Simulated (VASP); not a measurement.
# MnSi (Pm-3m) in VASP: single point with PBE-based screened hybrid with 25 % exact exchange

Aim: the single point of MnSi with PBE-based screened hybrid with 25 % exact exchange.

Everything below comes from runs of VASP 6.6.1. Logs are shortened: lines on timing, memory, paths and dates and some standing lists are left out, and cuts for length are marked.

## (1) The cell of the first run

It takes space group Pm-3m (No. 221, cubic). Conventional cell: a = 3.120 Å, b = 3.120 Å, c = 3.120 Å, α = 90.00°, β = 90.00°, γ = 90.00°. Within 3.6 Å of Mn (site symmetry m-3m) lie 8 Si at 2.70 Å and 6 Mn at 3.12 Å. Si (site symmetry m-3m) has 8 Mn at 2.70 Å and 6 Si at 3.12 Å within 3.6 Å.

## (2) Single point, PBE-based screened hybrid with 25 % exact exchange, collinear spin, ferromagnetic start

File POSCAR:

```
MnSi
1.0
    3.1202287855      0.0000000000      0.0000000000
    0.0000000000      3.1202287855      0.0000000000
    0.0000000000      0.0000000000      3.1202287855
Mn Si
1 1
Direct
    0.5000000000      0.5000000000      0.5000000000
    0.0000000000      0.0000000000      0.0000000000
```

File INCAR.step1:

```
SYSTEM = MnSi
PREC = Accurate
ENCUT = 520
EDIFF = 1E-5
ISMEAR = -1
SIGMA = 0.05
LREAL = .False.
LASPH = .True.
NELM = 150
ALGO = Normal
ISIF = 2
LWAVE = .True.
ISPIN = 2
MAGMOM = 4 0
LORBIT = 11
LMAXMIX = 4
NBANDS = 20
GGA = PE
```

File INCAR.step2:

```
SYSTEM = MnSi
PREC = Accurate
ENCUT = 520
EDIFF = 1E-6
ISMEAR = -1
SIGMA = 0.05
LREAL = .False.
LASPH = .True.
NELM = 150
ALGO = Normal
ISIF = 2
LWAVE = .False.
LCHARG = .True.
ISPIN = 2
MAGMOM = 4 0
LORBIT = 11
LMAXMIX = 4
GGA = PE
LHFCALC = .True.
AEXX = 0.25
HFSCREEN = 0.3
PRECFOCK = Normal
LELF = .True.
LVHAR = .True.
NBANDS = 20
ISTART = 1
```

File KPOINTS:

```
Automatic mesh
0
Gamma
  5 5 5
  0 0 0
```

Potentials or basis: VASP PAW PBE potentials, release 64 (Mn_pv, Si).

Command:

```bash
$ cat potpaw_PBE.64/Mn_pv/POTCAR potpaw_PBE.64/Si/POTCAR > POTCAR
$ cp INCAR.step1 INCAR
$ mpirun -np 1 vasp_std > vasp.out
$ cp INCAR.step2 INCAR
$ mpirun -np 1 vasp_std > vasp.out
```

OUTCAR:

```text
SYSTEM = MnSi
   PREC = Accurate
   ENCUT = 520
   EDIFF = 1E-6
   ISMEAR = -1
   LREAL = .False.
   LASPH = .True.
   NELM = 150
   ISIF = 2
   ISPIN = 2
   LORBIT = 11
   GGA = PE
   LHFCALC = .True.
   AEXX = 0.25
   HFSCREEN = 0.3
   PRECFOCK = Normal
   ISTART = 1

 ion  position               nearest neighbor table
   1  0.500  0.500  0.500-   2 2.70   2 2.70   2 2.70   2 2.70   2 2.70   2 2.70   2 2.70   2 2.70

   2  0.000  0.000  0.000-   1 2.70   1 2.70   1 2.70   1 2.70   1 2.70   1 2.70   1 2.70   1 2.70

  LATTYP: Found a simple cubic cell.
 ALAT       =     3.1202287855

  Lattice vectors:

 A1 = (   3.1202287855,   0.0000000000,   0.0000000000)
 A2 = (   0.0000000000,   3.1202287855,   0.0000000000)
 A3 = (   0.0000000000,   0.0000000000,   3.1202287855)

Analysis of symmetry for initial positions (statically):
=====================================================================
 Subroutine PRICEL returns:
 Original cell was already a primitive cell.

 Routine SETGRP: Setting up the symmetry group for a
 simple cubic supercell.

 Subroutine GETGRP returns: Found 48 space group operations
 (whereof 48 operations were pure point group operations)
 out of a pool of 48 trial point group operations.

The static configuration has the point symmetry O_h .

Analysis of symmetry for dynamics (positions and initial velocities):
=====================================================================
 Subroutine PRICEL returns:
 Original cell was already a primitive cell.

 Routine SETGRP: Setting up the symmetry group for a
 simple cubic supercell.

 Subroutine GETGRP returns: Found 48 space group operations
 (whereof 48 operations were pure point group operations)
 out of a pool of 48 trial point group operations.

The dynamic configuration has the point symmetry O_h .

Analysis of structural, dynamic, and magnetic symmetry:
=====================================================================
 Subroutine PRICEL returns:
 Original cell was already a primitive cell.

 Routine SETGRP: Setting up the symmetry group for a
 simple cubic supercell.

 Subroutine GETGRP returns: Found 48 space group operations
 (whereof 48 operations were pure point group operations)
 out of a pool of 48 trial point group operations.

The overall configuration has the point symmetry O_h .

 Subroutine INISYM returns: Found 48 space group operations
 (whereof 48 operations are pure point group operations),
 and found     1 'primitive' translations

----------------------------------------------------------------------------------------

                                     Primitive cell

  volume of cell :      30.3780

  direct lattice vectors                    reciprocal lattice vectors
     3.120228786  0.000000000  0.000000000     0.320489319  0.000000000  0.000000000
     0.000000000  3.120228786  0.000000000     0.000000000  0.320489319  0.000000000
     0.000000000  0.000000000  3.120228786     0.000000000  0.000000000  0.320489319

  length of vectors
     3.120228786  3.120228786  3.120228786     0.320489319  0.320489319  0.320489319

  position of ions in fractional coordinates (direct lattice)
     0.500000000  0.500000000  0.500000000
     0.000000000  0.000000000  0.000000000

  ion indices of the primitive-cell ions
   primitive index   ion index
                 1           1
                 2           2

----------------------------------------------------------------------------------------

 KPOINTS: Automatic mesh

Automatic generation of k-mesh.
 Grid dimensions read from file:
 generate k-points for:    5    5    5

 Generating k-lattice:

  Cartesian coordinates                     Fractional coordinates (reciprocal lattice)
     0.064097864  0.000000000  0.000000000     0.200000000  0.000000000  0.000000000
     0.000000000  0.064097864  0.000000000     0.000000000  0.200000000  0.000000000
     0.000000000  0.000000000  0.064097864     0.000000000  0.000000000  0.200000000

  Length of vectors
     0.064097864  0.064097864  0.064097864

  Shift w.r.t. Gamma in fractional coordinates (k-lattice)
     0.000000000  0.000000000  0.000000000

 Subroutine IBZKPT returns following result:
 ===========================================

 Found     10 irreducible k-points:

 Following reciprocal coordinates:
            Coordinates               Weight
  0.000000  0.000000  0.000000      1.000000
  0.200000  0.000000  0.000000      6.000000
  0.400000  0.000000  0.000000      6.000000
  0.200000  0.200000  0.000000     12.000000
  0.400000  0.200000  0.000000     24.000000
  0.400000  0.400000  0.000000     12.000000
  0.200000  0.200000  0.200000      8.000000
  0.400000  0.200000  0.200000     24.000000
  0.400000  0.400000  0.200000     24.000000
  0.400000  0.400000  0.400000      8.000000
   k-points           NKPTS =     10   k-points in BZ     NKDIM =    125   number of bands    NBANDS=     20
   number of dos      NEDOS =    301   number of ions     NIONS =      2
   total plane-waves  NPLWV =  13824
   dimension x,y,z NGX =    24 NGY =   24 NGZ =   24
   dimension x,y,z NGXF=    48 NGYF=   48 NGZF=   48
   ions per type =               1   1
   NGX,Y,Z   is equivalent  to a cutoff of  12.79, 12.79, 12.79 a.u.
   NGXF,Y,Z  is equivalent  to a cutoff of  25.57, 25.57, 25.57 a.u.
 SYSTEM =  MnSi
   PREC   = accura    normal or accurate (medium, high low for compatibility)
   ISTART =      1    job   : 0-new  1-cont  2-samecut
   ICHARG =      0    charge: 1-file 2-atom 10-const
   ISPIN  =      2    spin polarized calculation?
   LNONCOLLINEAR =      F non collinear calculations
   LSORBIT =      F    spin-orbit coupling
   LASPH  =      T    aspherical Exc in radial PAW
   ENCUT  =  520.0 eV  38.22 Ry    6.18 a.u.   5.80  5.80  5.80*2*pi/ulx,y,z
   NELM   =    150;   NELMIN=  2; NELMDL=  0     # of ELM steps
   EDIFF  = 0.1E-05   stopping-criterion for ELM
   LREAL  =      F    real-space projection
   EDIFFG = 0.1E-04   stopping-criterion for IOM
   NSW    =      0    number of steps for IOM
   IBRION =     -1    ionic relax: 0-MD 1-quasi-New 2-CG
   NFREE  =      0    steps in history (QN), initial steepest desc. (CG)
   ISIF   =      2    stress and relaxation
   ISYM   =      3    0-nonsym 1-usesym 2-fastsym
   POTIM  = 0.5000    time-step for ionic-motion
   TEBEG  =    0.0;   TEEND  =   0.0 temperature during run
   PSTRESS=    0.0 pullay stress
   NELECT =      17.0000    total number of electrons
   NUPDOWN=      -1.0000    fix difference up-down
   EMIN   =  10.00;   EMAX   =-10.00  energy-range for DOS
   EFERMI =   0.00;   METHOD = LEGACY
   ISMEAR =    -1;   SIGMA  =   0.05  broadening in eV -4-tet -1-fermi 0-gaus
   EFERMI_NEDOS =   21; number of points for ismear=-14 and -15
   IALGO  =     38    algorithm
   IMIX   =      1    mixing-type and parameters
     AMIX     =   0.40;   BMIX     =  1.00
     AMIX_MAG =   1.60;   BMIX_MAG =  1.00
  volume/ion in A,a.u.               =      15.19       102.50
  Fermi-wavevector in a.u.,A,eV,Ry     =   1.349081  2.549393 24.762870  1.820020
  Thomas-Fermi vector in A             =   2.476697
   LORBIT       =     11    0 simple, 1 ext, 2 COOP (PROOUT), +10 PAW based schemes
   GGA     = PE    functional components
   LHFCALC =     T    Hartree Fock is set to
   PRECFOCK=normal    Normal, Fast or Accurate (Low or Medium for compatibility)
   ENCUT4O =  -1.0   cutoff for four orbital integrals eV
   NKREDX  =     1    reduce k-point grid by
   NKREDY  =     1    reduce k-point grid by
   NKREDZ  =     1    reduce k-point grid by
   AEXX    =    0.2500 exact exchange contribution
   HFSCREEN=    0.3000 screening length (either q_TF or 0.3 A-1)
   HFSCREENC=   0.3000 screening length for correlation (either q_TF or 0.3 A-1)
   ENCUTFOCK=  -1.0 apply spherical cutoff to Coloumb kernel
   IVDW    =     0    specifies the selected vdW correction
   LEPSILON=     F    determine dielectric tensor
   LRPA    =     F    only Hartree local field effects (RPA)
 spin polarized calculation
  energy-cutoff  :      520.00
  volume of cell :       30.38
 maximum number of plane-waves:       822
 NGX is ok and might be reduce to    24
  NGX = 18; NGY = 18; NGZ = 18

 number of electron      16.9999966 magnetization       3.8806863

 Free energy of the ion-electron system (eV)
  ---------------------------------------------------
  ext. energy  EPLUGINS =         0.00000000
  ---------------------------------------------------
  free energy    TOTEN  =       -18.16648327 eV

  energy without entropy =      -18.15728120  energy(sigma->0) =      -18.16188224

 E-fermi :   8.9327     XC(G=0):  -9.5459

 val. band max:        8.9135098712   @ k =   0.4000   0.4000   0.4000
 cond. band min:       8.9528988491   @ k =   0.2000   0.2000   0.2000
 fundamental gap:      0.0393889779
 Fermi energy:         8.9327151914

 spin component 1

 k-point     1 :       0.0000    0.0000    0.0000
  band No.  band energies     occupation
      1     -46.1422      1.00000
      2     -46.1422      1.00000
      3     -46.1422      1.00000
      4      -4.4716      1.00000
      5       2.8055      1.00000
      6       2.8055      1.00000
[... 12 lines left out ...]
     19      27.7687      0.00000
     20      27.7687      0.00000

 k-point     2 :       0.2000    0.0000    0.0000
  band No.  band energies     occupation
      1     -46.1549      1.00000
      2     -46.1410      1.00000
      3     -46.1410      1.00000
      4      -3.8083      1.00000
      5       2.7707      1.00000
      6       2.9123      1.00000
[... 12 lines left out ...]
     19      25.2041      0.00000
     20      26.0092      0.00000
[... 142 lines left out ...]
      2     -46.1710      1.00000
      3     -46.1486      1.00000
      4      -0.0221      1.00000
      5       2.5791      1.00000
      6       2.8058      1.00000
[... 12 lines left out ...]
     19      27.5190      0.00000
     20      28.2321      0.00000

 k-point    10 :       0.4000    0.4000    0.4000
  band No.  band energies     occupation
      1     -46.1693      1.00000
      2     -46.1693      1.00000
      3     -46.1692      1.00000
      4       1.0631      1.00000
      5       2.2064      1.00000
      6       2.2064      1.00000
[... 12 lines left out ...]
     19      31.9978      0.00000
     20      32.7781      0.00000
 Fermi energy:         8.9327151914

 spin component 2

 k-point     1 :       0.0000    0.0000    0.0000
  band No.  band energies     occupation
      1     -40.2369      1.00000
      2     -40.2369      1.00000
      3     -40.2369      1.00000
      4      -4.4950      1.00000
      5       8.1135      1.00000
      6       8.1135      1.00000
[... 12 lines left out ...]
     19      28.6583      0.00000
     20      28.6583      0.00000

 k-point     2 :       0.2000    0.0000    0.0000
  band No.  band energies     occupation
      1     -40.2567      1.00000
      2     -40.2347      1.00000
      3     -40.2347      1.00000
      4      -3.8450      1.00000
      5       5.7168      1.00000
      6       8.4996      0.99983
[... 12 lines left out ...]
     19      26.2055      0.00000
     20      26.2994      0.00000
[... 143 lines left out ...]
      3     -40.2445      1.00000
      4       0.4007      1.00000
      5       4.3962      1.00000
      6       4.4462      1.00000
[... 12 lines left out ...]
     19      28.0146      0.00000
     20      28.2542      0.00000

 k-point    10 :       0.4000    0.4000    0.4000
  band No.  band energies     occupation
      1     -40.2744      1.00000
      2     -40.2733      1.00000
      3     -40.2733      1.00000
      4       1.9331      1.00000
      5       4.7217      1.00000
      6       4.7217      1.00000
[... 12 lines left out ...]
     19      32.5281      0.00000
     20      33.0296      0.00000

------------------------ aborting loop because EDIFF is reached ----------------------------------------

  FORCE on cell =-STRESS in cart. coord.  units (eV):
  Direction    XX          YY          ZZ          XY          YZ          ZX
  --------------------------------------------------------------------------------------
  -------------------------------------------------------------------------------------
  Total        0.0187809      0.0187809      0.0187809     -0.0000000      0.0000000     -0.0000000
  in kB        0.9905280      0.9905280      0.9905280     -0.0000000      0.0000000     -0.0000000
  external PRESSURE =       0.9905280 kB  Pullay stress =       0.0000000 kB

 VOLUME and BASIS-vectors are now :
 -----------------------------------------------------------------------------
  energy-cutoff  :      520.00
  volume of cell :       30.38
      direct lattice vectors                 reciprocal lattice vectors
     3.120228786  0.000000000  0.000000000     0.320489319  0.000000000  0.000000000
     0.000000000  3.120228786  0.000000000     0.000000000  0.320489319  0.000000000
     0.000000000  0.000000000  3.120228786     0.000000000  0.000000000  0.320489319

 POSITION                                       TOTAL-FORCE (eV/Angst)
 -----------------------------------------------------------------------------------
      1.56011      1.56011      1.56011         0.000000      0.000000      0.000000
      0.00000      0.00000      0.00000         0.000000      0.000000      0.000000
 -----------------------------------------------------------------------------------
    total drift:                               -0.000025     -0.000057     -0.000227

  FREE ENERGIE OF THE ION-ELECTRON SYSTEM (eV)
  ---------------------------------------------------
  free  energy   TOTEN  =       -18.1664832661 eV

  energy  without entropy=      -18.1572812041  energy(sigma->0) =      -18.16188224

 total charge

# of ion       s       p       d       tot
------------------------------------------
    1        0.306   6.230   4.954  11.490
    2        0.844   0.774   0.000   1.618
--------------------------------------------------
tot          1.150   7.004   4.954  13.108

 magnetization (x)

# of ion       s       p       d       tot
------------------------------------------
    1        0.010   0.032   3.961   4.003
    2        0.008  -0.100   0.000  -0.091
--------------------------------------------------
tot          0.019  -0.068   3.961   3.912
```

Wall time 18 min (1 thread of AMD EPYC 7R13 (Zen 3), shared host); peak memory 0.23 GiB.

What came out:

```yaml
Free_energy: -18.1665 eV
Pressure: 0.1 GPa
Net_moment: 3.88 μB per cell
Site_moments: Mn +4.00; Si -0.09 μB
Valence_electrons_inside_the_program's_atomic_spheres: Mn 11.49; Si 1.62
```

Caveat: the k points lie up to 0.40 Å⁻¹ apart; the PAW data sets were made with another functional, which shifts forces and pressure a little.
